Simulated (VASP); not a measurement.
# ScPbBr5 (P1) in VASP: single point with PBEsol

Aim: the single point of ScPbBr5 with PBEsol.

Everything below comes from runs of VASP 6.6.1. Logs are shortened: lines on timing, memory, paths and dates and some standing lists are left out, and cuts for length are marked.

### Step 1. The cell of the first run

The typed cell holds 7 atoms: a = 5.805 Å, b = 8.617 Å, c = 7.087 Å, α = 53.79°, β = 113.84°, γ = 95.44°.

### Step 2. Single point, PBEsol

The input, INCAR:

```
SYSTEM = ScPbBr5
  PREC = Accurate
  ENCUT = 520
  EDIFF = 1E-7
  ISMEAR = -1
  SIGMA = 0.05
  LREAL = .False.
  LASPH = .True.
  NELM = 60
  ALGO = Normal
  ISIF = 2
  LWAVE = .False.
  LCHARG = .False.
  GGA = PS
  NBANDS = 39
```

The input, KPOINTS:

```
regular mesh
0
Gamma
  4 4 2
  0 0 0
```

The input, POSCAR:

```
ScPbBr5
1.0
    5.6950878402     -0.2025989110     -1.1064543869
   -0.1754196804      8.4165228706      1.8403674214
   -1.5984218466      2.8813163074      6.2742664988
Sc Pb Br
1 1 5
Direct
    0.1774972902      0.7290728325      0.0368757011
    0.3399414277     -0.0170213344      0.3961131145
    0.0940265640      0.3964734593      0.1489545881
   -0.0949035794      0.8818275488      0.5330402061
    0.3524833464     -0.4027864404      0.5105974118
    0.5997847390     -0.2524481512      0.9993242632
    0.0773053985      0.0854987060     -0.1188778429
```

Potentials or basis: VASP PAW PBE potentials, release 64 (Sc_sv, Pb_d, Br).

Launch:

```bash
> cat potpaw_PBE.64/Sc_sv/POTCAR potpaw_PBE.64/Pb_d/POTCAR potpaw_PBE.64/Br/POTCAR > POTCAR
> mpirun -np 1 vasp_std > vasp.out
```

OUTCAR:

```text
SYSTEM = ScPbBr5
   PREC = Accurate
   ENCUT = 520
   EDIFF = 1E-7
   ISMEAR = -1
   LREAL = .False.
   LASPH = .True.
   NELM = 60
   ISIF = 2
   GGA = PS

 ion  position               nearest neighbor table
   1  0.177  0.729  0.037-   3 2.54   6 2.55   5 2.56   7 2.61   4 2.69
   2  0.340  0.983  0.396-   7 2.89   5 2.92   4 2.94   3 3.06   4 3.07   6 3.13
   3  0.094  0.396  0.149-   1 2.54   2 3.06
   4  0.905  0.882  0.533-   1 2.69   2 2.94   2 3.07
   5  0.352  0.597  0.511-   1 2.56   2 2.92
   6  0.600  0.748  0.999-   1 2.55   2 3.13
   7  0.077  0.085  0.881-   1 2.61   2 2.89

  LATTYP: Found a triclinic cell.
 ALAT       =     7.0868438787
 B/A-ratio  =     3.6554979208
 C/A-ratio  =     1.2159387148
 COS(alpha) =     0.0024251839
 COS(beta)  =     0.5907792272
 COS(gamma) =     0.7917936759

  Lattice vectors:

 A1 = (   1.5984218466,  -2.8813163074,  -6.2742664988)
 A2 = (  11.7379358658,   5.1051816006, -22.5227855393)
 A3 = (   0.1754196804,  -8.4165228706,  -1.8403674214)

Analysis of symmetry for initial positions (statically):
=====================================================================
 Subroutine PRICEL returns:
 Original cell was already a primitive cell.

 Routine SETGRP: Setting up the symmetry group for a
 triclinic supercell.

 Subroutine GETGRP returns: Found  1 space group operations
 (whereof  1 operations were pure point group operations)
 out of a pool of  2 trial point group operations.

The static configuration has the point symmetry C_1 .

Analysis of symmetry for dynamics (positions and initial velocities):
=====================================================================
 Subroutine PRICEL returns:
 Original cell was already a primitive cell.

 Routine SETGRP: Setting up the symmetry group for a
 triclinic supercell.

 Subroutine GETGRP returns: Found  1 space group operations
 (whereof  1 operations were pure point group operations)
 out of a pool of  2 trial point group operations.

The dynamic configuration has the point symmetry C_1 .

 Subroutine INISYM returns: Found  1 space group operations
 (whereof  1 operations are pure point group operations),
 and found     1 'primitive' translations

----------------------------------------------------------------------------------------

                                     Primitive cell

  volume of cell :     256.5911

  direct lattice vectors                    reciprocal lattice vectors
     5.695087840 -0.202598911 -1.106454387     0.185138247 -0.007175049  0.050460497
    -0.175419680  8.416522871  1.840367421    -0.007470585  0.132365923 -0.062689278
    -1.598421847  2.881316307  6.274266499     0.034840032 -0.040090869  0.186667803

  length of vectors
     5.805110950  8.617167838  7.086843879     0.192025815  0.146650922  0.194077238

  position of ions in fractional coordinates (direct lattice)
     0.177497290  0.729072833  0.036875701
     0.339941428  0.982978666  0.396113114
     0.094026564  0.396473459  0.148954588
     0.905096421  0.881827549  0.533040206
     0.352483346  0.597213560  0.510597412
     0.599784739  0.747551849  0.999324263
     0.077305399  0.085498706  0.881122157

  ion indices of the primitive-cell ions
   primitive index   ion index
                 1           1
                 2           2
                 3           3
                 4           4
                 5           5
                 6           6
                 7           7

----------------------------------------------------------------------------------------

 KPOINTS: regular mesh

Automatic generation of k-mesh.
 Grid dimensions read from file:
 generate k-points for:    4    4    2

 Generating k-lattice:

  Cartesian coordinates                     Fractional coordinates (reciprocal lattice)
     0.046284562 -0.001793762  0.012615124     0.250000000 -0.000000000  0.000000000
    -0.001867646  0.033091481 -0.015672320     0.000000000  0.250000000  0.000000000
     0.017420016 -0.020045435  0.093333902     0.000000000  0.000000000  0.500000000

  Length of vectors
     0.048006454  0.036662730  0.097038619

  Shift w.r.t. Gamma in fractional coordinates (k-lattice)
     0.000000000  0.000000000  0.000000000

 Subroutine IBZKPT returns following result:
 ===========================================

 Found     20 irreducible k-points:

 Following reciprocal coordinates:
            Coordinates               Weight
  0.000000  0.000000  0.000000      1.000000
  0.250000  0.000000  0.000000      2.000000
  0.500000  0.000000  0.000000      1.000000
 -0.000000  0.250000  0.000000      2.000000
  0.250000  0.250000  0.000000      2.000000
  0.500000  0.250000 -0.000000      2.000000
[... 12 lines left out ...]
  0.250000  0.500000  0.500000      2.000000
  0.500000  0.500000  0.500000      1.000000
   k-points           NKPTS =     20   k-points in BZ     NKDIM =     20   number of bands    NBANDS=     39
   number of dos      NEDOS =    301   number of ions     NIONS =      7
   total plane-waves  NPLWV = 165888
   dimension x,y,z NGX =    48 NGY =   64 NGZ =   54
   dimension x,y,z NGXF=    96 NGYF=  128 NGZF=  108
   ions per type =               1   1   5
   NGX,Y,Z   is equivalent  to a cutoff of  13.75, 12.35, 12.67 a.u.
   NGXF,Y,Z  is equivalent  to a cutoff of  27.49, 24.69, 25.34 a.u.
 SYSTEM =  ScPbBr5
   PREC   = accura    normal or accurate (medium, high low for compatibility)
   ISTART =      0    job   : 0-new  1-cont  2-samecut
   ICHARG =      2    charge: 1-file 2-atom 10-const
   ISPIN  =      1    spin polarized calculation?
   LNONCOLLINEAR =      F non collinear calculations
   LSORBIT =      F    spin-orbit coupling
   LASPH  =      T    aspherical Exc in radial PAW
   ENCUT  =  520.0 eV  38.22 Ry    6.18 a.u.  10.79 16.02 13.18*2*pi/ulx,y,z
   NELM   =     60;   NELMIN=  2; NELMDL= -5     # of ELM steps
   EDIFF  = 0.1E-06   stopping-criterion for ELM
   LREAL  =      F    real-space projection
   EDIFFG = 0.1E-05   stopping-criterion for IOM
   NSW    =      0    number of steps for IOM
   IBRION =     -1    ionic relax: 0-MD 1-quasi-New 2-CG
   NFREE  =      0    steps in history (QN), initial steepest desc. (CG)
   ISIF   =      2    stress and relaxation
   ISYM   =      2    0-nonsym 1-usesym 2-fastsym
   POTIM  = 0.5000    time-step for ionic-motion
   TEBEG  =    0.0;   TEEND  =   0.0 temperature during run
   PSTRESS=    0.0 pullay stress
   NELECT =      60.0000    total number of electrons
   NUPDOWN=      -1.0000    fix difference up-down
   EMIN   =  10.00;   EMAX   =-10.00  energy-range for DOS
   EFERMI =   0.00;   METHOD = LEGACY
   ISMEAR =    -1;   SIGMA  =   0.05  broadening in eV -4-tet -1-fermi 0-gaus
   EFERMI_NEDOS =   21; number of points for ismear=-14 and -15
   IALGO  =     38    algorithm
   IMIX   =      4    mixing-type and parameters
     AMIX     =   0.40;   BMIX     =  1.00
     AMIX_MAG =   1.60;   BMIX_MAG =  1.00
  volume/ion in A,a.u.               =      36.66       247.37
  Fermi-wavevector in a.u.,A,eV,Ry     =   1.008582  1.905944 13.840369  1.017238
  Thomas-Fermi vector in A             =   2.141458
   LORBIT       =      0    0 simple, 1 ext, 2 COOP (PROOUT), +10 PAW based schemes
   GGA     = PS    functional components
   LHFCALC =     F    Hartree Fock is set to
   AEXX    =    0.0000 exact exchange contribution
   IVDW    =     0    specifies the selected vdW correction
   LEPSILON=     F    determine dielectric tensor
   LRPA    =     F    only Hartree local field effects (RPA)
 non-spin polarized calculation
  energy-cutoff  :      520.00
  volume of cell :      256.59
 maximum number of plane-waves:      6926
 NGX is ok and might be reduce to    48
   NGX = 21   NGY = 33   NGZ = 27

 number of electron      59.9999998 magnetization

 Free energy of the ion-electron system (eV)
  ---------------------------------------------------
  ext. energy  EPLUGINS =         0.00000000
  ---------------------------------------------------
  free energy    TOTEN  =       -28.88124052 eV

  energy without entropy =      -28.88124052  energy(sigma->0) =      -28.88124052

 E-fermi :   0.7688     XC(G=0):  -7.6800

 val. band max:       -0.5303399450   @ k =   0.5000   0.5000   0.5000
 cond. band min:       2.4281832214   @ k =   0.0000   0.0000   0.5000
 fundamental gap:      2.9585231665
 Fermi energy:         0.7688310799

 k-point     1 :       0.0000    0.0000    0.0000
  band No.  band energies     occupation
      1     -49.1727      2.00000
      2     -27.9483      2.00000
      3     -27.8718      2.00000
      4     -27.8429      2.00000
      5     -16.2639      2.00000
      6     -16.2009      2.00000
[... 31 lines left out ...]
     38       4.9179      0.00000
     39       5.1797      0.00000

 k-point     2 :       0.2500    0.0000    0.0000
  band No.  band energies     occupation
      1     -49.1727      2.00000
      2     -27.9490      2.00000
      3     -27.8717      2.00000
      4     -27.8429      2.00000
      5     -16.2429      2.00000
      6     -16.2005      2.00000
[... 31 lines left out ...]
     38       4.5327      0.00000
     39       5.8839      0.00000

 k-point     3 :       0.5000    0.0000    0.0000
  band No.  band energies     occupation
      1     -49.1727      2.00000
      2     -27.9497      2.00000
      3     -27.8717      2.00000
      4     -27.8429      2.00000
      5     -16.2196      2.00000
      6     -16.2001      2.00000
[... 664 lines left out ...]
 k-point    19 :       0.2500    0.5000    0.5000
  band No.  band energies     occupation
      1     -49.1727      2.00000
      2     -27.9490      2.00000
      3     -27.8718      2.00000
      4     -27.8429      2.00000
      5     -16.2444      2.00000
      6     -16.2004      2.00000
[... 31 lines left out ...]
     38       4.5094      0.00000
     39       6.6224      0.00000

 k-point    20 :       0.5000    0.5000    0.5000
  band No.  band energies     occupation
      1     -49.1727      2.00000
      2     -27.9497      2.00000
      3     -27.8718      2.00000
      4     -27.8429      2.00000
      5     -16.2205      2.00000
      6     -16.2005      2.00000
[... 31 lines left out ...]
     38       4.3594      0.00000
     39       6.9161      0.00000

------------------------ aborting loop because EDIFF is reached ----------------------------------------

  FORCE on cell =-STRESS in cart. coord.  units (eV):
  Direction    XX          YY          ZZ          XY          YZ          ZX
  --------------------------------------------------------------------------------------
  -------------------------------------------------------------------------------------
  Total        0.0039176      0.1151527      0.0850506     -0.0005549      0.0006126      0.0153263
  in kB        0.0244618      0.7190238      0.5310633     -0.0034649      0.0038248      0.0956986
  external PRESSURE =       0.4248496 kB  Pullay stress =       0.0000000 kB

 VOLUME and BASIS-vectors are now :
 -----------------------------------------------------------------------------
  energy-cutoff  :      520.00
  volume of cell :      256.59
      direct lattice vectors                 reciprocal lattice vectors
     5.695087840 -0.202598911 -1.106454387     0.185138247 -0.007175049  0.050460497
    -0.175419680  8.416522871  1.840367421    -0.007470585  0.132365923 -0.062689278
    -1.598421847  2.881316307  6.274266499     0.034840032 -0.040090869  0.186667803

 POSITION                                       TOTAL-FORCE (eV/Angst)
 -----------------------------------------------------------------------------------
      0.82403      6.20655      1.37674        -0.003415     -0.003048      0.000743
      1.13041      9.34572      3.91823         0.000539      0.003999      0.009400
      0.22785      3.74706      1.56020        -0.005448     -0.026327      0.001982
      4.14789      8.77441      3.96588        -0.004354     -0.002448     -0.020734
      1.08651      6.42624      3.91271         0.000979      0.001385      0.023146
      1.68735      9.04964      6.98216         0.017061     -0.000500     -0.007933
     -0.98314      3.24273      5.60021        -0.005362      0.026938     -0.006604
 -----------------------------------------------------------------------------------
    total drift:                                0.000298     -0.000454      0.000252

  FREE ENERGIE OF THE ION-ELECTRON SYSTEM (eV)
  ---------------------------------------------------
  free  energy   TOTEN  =       -28.8812405156 eV

  energy  without entropy=      -28.8812405156  energy(sigma->0) =      -28.88124052
```

Wall time 9.5 min (1 thread of AMD EPYC 7R13, shared host); peak memory 0.53 GiB.

Results:

| Property | Result |
| --- | --- |
| Free energy | -28.8812 eV |
| Pressure | 0.0 GPa |
| Largest force | 0.028 eV/Å |
| Band gap on the k mesh | 2.96 eV (least direct gap 3.06 eV) |

Forces on the atoms (eV/Å):
```
Sc  -0.003 -0.003  0.001
Pb   0.001  0.004  0.009
Br  -0.005 -0.026  0.002
Br  -0.004 -0.002 -0.021
Br   0.001  0.001  0.023
Br   0.017 -0.001 -0.008
Br  -0.005  0.027 -0.007
```

Caveat: the k points lie up to 0.46 Å⁻¹ apart; the PAW data sets were made with another functional, which shifts forces and pressure a little; spin-orbit coupling is left out, which moves the levels of the heavy elements.
